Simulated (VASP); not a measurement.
Here is a VASP 6.6.1 calculation.

Contents of INCAR:

```
SYSTEM = ZrSi2
PREC     = Accurate       ! precision mode
ENCUT    = 520            ! plane-wave cutoff, eV
EDIFF    = 1E-6           ! SCF threshold, eV
ISMEAR   = 0              ! smearing method
SIGMA    = 0.1            ! smearing width, eV
LREAL    = .False.        ! projectors in reciprocal space
LASPH    = .True.         ! aspherical terms in the spheres
NELM     = 100            ! most SCF steps
ALGO     = Normal         ! electronic algorithm
ISIF     = 2              ! what is computed and relaxed
LWAVE    = .False.        ! write WAVECAR
LCHARG   = .False.        ! write CHGCAR
GGA      = PE             ! functional
NBANDS   = 29             ! bands
```

The input KPOINTS:

```
Automatic mesh
0
Gamma
  10 10 10
  0 0 0
```

File POSCAR:

```
ZrSi2
1.0
    1.8521402316     -7.3965526880      0.0000000000
    1.8521402316      7.3965526880      0.0000000000
    0.0000000000      0.0000000000      3.6793067162
Zr Si
2 4
Direct
    0.8946415525      0.1053584475      0.2500000000
    0.1053584475      0.8946415525      0.7500000000
    0.5530616462      0.4469383538      0.2500000000
    0.4469383538      0.5530616462      0.7500000000
    0.2502901264      0.7497098736      0.2500000000
    0.7497098736      0.2502901264      0.7500000000
```

Potentials or basis: VASP PAW PBE potentials, release 64 (Zr_sv, Si).

Run with:

```sh
$ cat potpaw_PBE.64/Zr_sv/POTCAR potpaw_PBE.64/Si/POTCAR > POTCAR
$ mpirun -np 1 vasp_std > vasp.out
```

(1) What does it give for the band gap on the k mesh?

(2) Estimate the largest force.

(3) Estimate the pressure.

Answers

(1) zero (bands 20 and 21 overlap by 0.94 eV).

(2) 0.009 eV/Å.

(3) 0.0 GPa.
